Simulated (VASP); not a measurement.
# Cs2SnI6 (Fm-3m) in VASP: single point with LDA

Aim: the single point of Cs2SnI6 with LDA.

Everything below comes from runs of VASP 6.6.1. Logs are shortened: lines on timing, memory, paths and dates and some standing lists are left out, and cuts for length are marked.

## 1. The cell of the first run

It takes space group Fm-3m (No. 225, cubic). Conventional cell: a = 11.283 Å, b = 11.283 Å, c = 11.283 Å, α = 90.00°, β = 90.00°, γ = 90.00°. Within 5.2 Å of Cs (site symmetry -43m) lie 12 I at 3.99 Å and 4 Sn at 4.89 Å. Within 3.8 Å of Sn (site symmetry m-3m) lie 6 I at 2.85 Å. I (site symmetry 4mm) has 1 Sn at 2.85 Å and 8 I at 3.95 to 4.03 Å and 4 Cs at 3.99 Å within 4.1 Å. Within 4.1 Å of I (site symmetry 4mm) lie 1 Sn at 2.85 Å and 8 I at 3.95 to 4.03 Å and 4 Cs at 3.99 Å.

## 2. Single point, LDA

Contents of INCAR:

```
  PREC = Accurate
  ENCUT = 500
  EDIFF = 1E-6
  ISMEAR = 0
  SIGMA = 0.1
  LREAL = False
  LASPH = True
  NELM = 120
  ALGO = Normal
  ISIF = 2
  LWAVE = False
  LCHARG = False
  GGA = CA
  NBANDS = 89
  GGA_COMPAT = False
```

Contents of KPOINTS:

```
Automatic mesh
0
Gamma
  3 3 3
```

Contents of POSCAR:

```
Cs2SnI6
1.0
    5.6412849885     -5.6412849885      0.0000000000
   -5.6412849885     -5.6412849885      0.0000000000
    0.0000000000      0.0000000000    -11.2825699770
Cs Sn I
4 2 12
Direct
    0.5000000000      0.0000000000      0.2500000000
    0.0000000000      0.5000000000      0.7500000000
    0.5000000000      0.0000000000      0.7500000000
    0.0000000000      0.5000000000      0.2500000000
    0.5000000000      0.5000000000      0.5000000000
    0.0000000000      0.0000000000      0.0000000000
    0.7475845686      0.2524154314      0.0000000000
    0.2475845686      0.7524154314      0.5000000000
    0.2524154314      0.2524154314      0.0000000000
    0.7524154314      0.7524154314      0.5000000000
    0.7475845686      0.7475845686      0.0000000000
    0.2475845686      0.2475845686      0.5000000000
    0.2524154314      0.7475845686      0.0000000000
    0.7524154314      0.2475845686      0.5000000000
    0.5000000000      0.5000000000      0.7524154314
    0.0000000000      0.0000000000      0.2524154314
    0.5000000000      0.5000000000      0.2475845686
    0.0000000000      0.0000000000      0.7475845686
```

Potentials or basis: VASP PAW LDA potentials, release 64 (Cs_sv, Sn_d, I).

Run with:

```
$ cat potpaw_LDA.64/Cs_sv/POTCAR potpaw_LDA.64/Sn_d/POTCAR potpaw_LDA.64/I/POTCAR > POTCAR
$ mpirun -np 1 vasp_std > vasp.out
```

OUTCAR:

```text
PREC = Accurate
   ENCUT = 500
   EDIFF = 1E-6
   ISMEAR = 0
   LREAL = False
   LASPH = True
   NELM = 120
   ISIF = 2
   GGA = CA

 ion  position               nearest neighbor table
   1  0.500  0.000  0.250-
   2  0.000  0.500  0.750-
   3  0.500  0.000  0.750-
   4  0.000  0.500  0.250-
   5  0.500  0.500  0.500-   8 2.85  10 2.85  12 2.85  14 2.85  15 2.85  17 2.85
   6  0.000  0.000  0.000-   7 2.85   9 2.85  11 2.85  13 2.85  16 2.85  18 2.85
   7  0.748  0.252  0.000-   6 2.85
   8  0.248  0.752  0.500-   5 2.85
   9  0.252  0.252  0.000-   6 2.85
  10  0.752  0.752  0.500-   5 2.85
  11  0.748  0.748  0.000-   6 2.85
  12  0.248  0.248  0.500-   5 2.85
  13  0.252  0.748  0.000-   6 2.85
  14  0.752  0.248  0.500-   5 2.85
  15  0.500  0.500  0.752-   5 2.85
  16  0.000  0.000  0.252-   6 2.85
  17  0.500  0.500  0.248-   5 2.85
  18  0.000  0.000  0.748-   6 2.85

  LATTYP: Found a simple tetragonal cell.
 ALAT       =     7.9779817399
 C/A-ratio  =     1.4142135624

  Lattice vectors:

 A1 = (   5.6412849885,  -5.6412849885,   0.0000000000)
 A2 = (  -5.6412849885,  -5.6412849885,   0.0000000000)
 A3 = (   0.0000000000,   0.0000000000, -11.2825699770)

Analysis of symmetry for initial positions (statically):
=====================================================================
 Subroutine PRICEL returns following result:

  LATTYP: Found a face centered cubic cell.
 ALAT       =    11.2825699770

  Lattice vectors:

 A1 = (   0.0000000000,   5.6412849885,   5.6412849885)
 A2 = (   5.6412849885,   0.0000000000,   5.6412849885)
 A3 = (   5.6412849885,   5.6412849885,   0.0000000000)

   2 primitive cells build up your supercell.

 Routine SETGRP: Setting up the symmetry group for a
 simple tetragonal supercell.

 Subroutine GETGRP returns: Found 16 space group operations
 (whereof 16 operations were pure point group operations)
 out of a pool of 16 trial point group operations.

The static configuration has the point symmetry D_4h.

Analysis of symmetry for dynamics (positions and initial velocities):
=====================================================================
 Subroutine PRICEL returns following result:

[... 112 lines left out ...]
   NELM   =    120;   NELMIN=  2; NELMDL= -5     # of ELM steps
   EDIFF  = 0.1E-05   stopping-criterion for ELM
   LREAL  =      F    real-space projection
   EDIFFG = 0.1E-04   stopping-criterion for IOM
   NSW    =      0    number of steps for IOM
   IBRION =     -1    ionic relax: 0-MD 1-quasi-New 2-CG
   NFREE  =      0    steps in history (QN), initial steepest desc. (CG)
   ISIF   =      2    stress and relaxation
   ISYM   =      2    0-nonsym 1-usesym 2-fastsym
   POTIM  = 0.5000    time-step for ionic-motion
   TEBEG  =    0.0;   TEEND  =   0.0 temperature during run
   PSTRESS=    0.0 pullay stress
   NELECT =     148.0000    total number of electrons
   NUPDOWN=      -1.0000    fix difference up-down
   EMIN   =  10.00;   EMAX   =-10.00  energy-range for DOS
   EFERMI =   0.00;   METHOD = LEGACY
   ISMEAR =     0;   SIGMA  =   0.10  broadening in eV -4-tet -1-fermi 0-gaus
   EFERMI_NEDOS =   21; number of points for ismear=-14 and -15
   IALGO  =     38    algorithm
   IMIX   =      4    mixing-type and parameters
     AMIX     =   0.40;   BMIX     =  1.00
     AMIX_MAG =   1.60;   BMIX_MAG =  1.00
  volume/ion in A,a.u.               =      39.90       269.23
  Fermi-wavevector in a.u.,A,eV,Ry     =   0.967009  1.827383 12.722906  0.935107
  Thomas-Fermi vector in A             =   2.096859
   LORBIT       =      0    0 simple, 1 ext, 2 COOP (PROOUT), +10 PAW based schemes
   GGA     = CA    functional components
   LHFCALC =     F    Hartree Fock is set to
   AEXX    =    0.0000 exact exchange contribution
   IVDW    =     0    specifies the selected vdW correction
   LEPSILON=     F    determine dielectric tensor
   LRPA    =     F    only Hartree local field effects (RPA)
 non-spin polarized calculation
 Gauss-broadening in eV      SIGMA  =   0.10
  energy-cutoff  :      500.00
  volume of cell :      718.12
 maximum number of plane-waves:     18253
 NGX is ok and might be reduce to    60
   NGX = 29   NGY = 29   NGZ = 41

 number of electron     148.0000040 magnetization

 Free energy of the ion-electron system (eV)
  ---------------------------------------------------
  ext. energy  EPLUGINS =         0.00000000
  ---------------------------------------------------
  free energy    TOTEN  =       -53.78896121 eV

  energy without entropy =      -53.77925562  energy(sigma->0) =      -53.78410842

 E-fermi :   2.6905     XC(G=0):  -8.6953

 val. band max:        2.6128867315   @ k =   0.0000   0.0000   0.0000
 cond. band min:       2.8649652911   @ k =   0.0000   0.0000   0.3333
 fundamental gap:      0.2520785596
 Fermi energy:         2.6904717628

 k-point     1 :       0.0000    0.0000    0.0000
  band No.  band energies     occupation
      1     -18.8276      2.00000
      2     -18.8276      2.00000
      3     -18.8270      2.00000
      4     -18.8270      2.00000
      5     -18.7640      2.00000
      6     -18.7640      2.00000
[... 523 lines left out ...]
     85       7.9942      0.00000
     86       8.0397      0.00000
 [bands above 86 left out]

------------------------ aborting loop because EDIFF is reached ----------------------------------------

  FORCE on cell =-STRESS in cart. coord.  units (eV):
  Direction    XX          YY          ZZ          XY          YZ          ZX
  --------------------------------------------------------------------------------------
  -------------------------------------------------------------------------------------
  Total        0.2414278      0.2414278      0.1373308      0.0000000      0.0000000      0.0000000
  in kB        0.5386464      0.5386464      0.3063970      0.0000000      0.0000000      0.0000000
  external PRESSURE =       0.4612300 kB  Pullay stress =       0.0000000 kB

 VOLUME and BASIS-vectors are now :
 -----------------------------------------------------------------------------
  energy-cutoff  :      500.00
  volume of cell :      718.12
      direct lattice vectors                 reciprocal lattice vectors
     5.641284988 -5.641284988  0.000000000     0.088632289 -0.088632289  0.000000000
    -5.641284988 -5.641284988  0.000000000    -0.088632289 -0.088632289  0.000000000
     0.000000000  0.000000000-11.282569977     0.000000000  0.000000000 -0.088632289

 POSITION                                       TOTAL-FORCE (eV/Angst)
 -----------------------------------------------------------------------------------
      2.82064     -2.82064     -2.82064        -0.000000     -0.000000     -0.000000
     -2.82064     -2.82064     -8.46193        -0.000000     -0.000000     -0.000000
      2.82064     -2.82064     -8.46193        -0.000000     -0.000000     -0.000000
     -2.82064     -2.82064     -2.82064        -0.000000     -0.000000     -0.000000
      0.00000     -5.64128     -5.64128        -0.000000     -0.000000     -0.000000
      0.00000      0.00000      0.00000        -0.000000     -0.000000     -0.000000
[... 10 lines left out ...]
      0.00000     -5.64128     -2.79339        -0.000000     -0.000000      0.010126
      0.00000      0.00000     -8.43468        -0.000000     -0.000000      0.010126
 -----------------------------------------------------------------------------------
    total drift:                               -0.000000     -0.000000     -0.000000

  FREE ENERGIE OF THE ION-ELECTRON SYSTEM (eV)
  ---------------------------------------------------
  free  energy   TOTEN  =       -53.7889612142 eV

  energy  without entropy=      -53.7792556196  energy(sigma->0) =      -53.78410842
```

OSZICAR:

```text
N       E                     dE             d eps       ncg     rms          rms(c)
DAV:   1     0.120233923968E+04    0.12023E+04   -0.57316E+04  1084   0.143E+03
DAV:   2     0.120098708689E+03   -0.10822E+04   -0.10423E+04  1228   0.292E+02
DAV:   3    -0.455017088569E+02   -0.16560E+03   -0.16250E+03  1211   0.136E+02
DAV:   4    -0.544259642315E+02   -0.89243E+01   -0.88765E+01  1240   0.370E+01
DAV:   5    -0.548177106517E+02   -0.39175E+00   -0.39144E+00  1552   0.769E+00    0.114E+01
DAV:   6    -0.539522510544E+02    0.86546E+00   -0.13292E+00  1472   0.556E+00    0.786E+00
DAV:   7    -0.538048656329E+02    0.14739E+00   -0.10690E+00  1480   0.308E+00    0.994E-01
DAV:   8    -0.537894681437E+02    0.15397E-01   -0.11033E-01  1440   0.146E+00    0.756E-01
DAV:   9    -0.537889735920E+02    0.49455E-03   -0.85899E-03  1320   0.267E-01    0.260E-01
DAV:  10    -0.537889383068E+02    0.35285E-04   -0.64363E-04  1432   0.732E-02    0.905E-02
DAV:  11    -0.537889666144E+02   -0.28308E-04   -0.14119E-04  1551   0.410E-02    0.164E-02
DAV:  12    -0.537889606665E+02    0.59480E-05   -0.25882E-05  1448   0.184E-02    0.125E-02
DAV:  13    -0.537889612142E+02   -0.54775E-06   -0.33158E-06  1031   0.641E-03
   1 F= -.53788961E+02 E0= -.53784108E+02  d E =-.970559E-02
```

It took 15 min on 1 thread of Oxide Virtual Turin-like, shared host; peak memory 0.58 GiB.

What came out:

```
Free energy            : -53.7890 eV
Pressure               : 0.0 GPa
Largest force          : 0.010 eV/Å
Band gap on the k mesh : zero (filled and empty bands touch)
```

Forces on the atoms (eV/Å):
```
Cs   0.000  0.000  0.000
Cs   0.000  0.000  0.000
Cs   0.000  0.000  0.000
Cs   0.000  0.000  0.000
Sn   0.000  0.000  0.000
Sn   0.000  0.000  0.000
I   -0.006  0.000  0.000
I   -0.006  0.000  0.000
I    0.000 -0.006  0.000
I    0.000 -0.006  0.000
I    0.000  0.006  0.000
I    0.000  0.006  0.000
I    0.006  0.000  0.000
I    0.006  0.000  0.000
I    0.000  0.000 -0.010
I    0.000  0.000 -0.010
I    0.000  0.000  0.010
I    0.000  0.000  0.010
```

Caveat: semilocal functionals underestimate gaps, and a narrow one can read as zero; spin-orbit coupling is left out, which moves the levels of the heavy elements.

The gap in the log of VASP goes by the Fermi energy; the results here count the filled bands.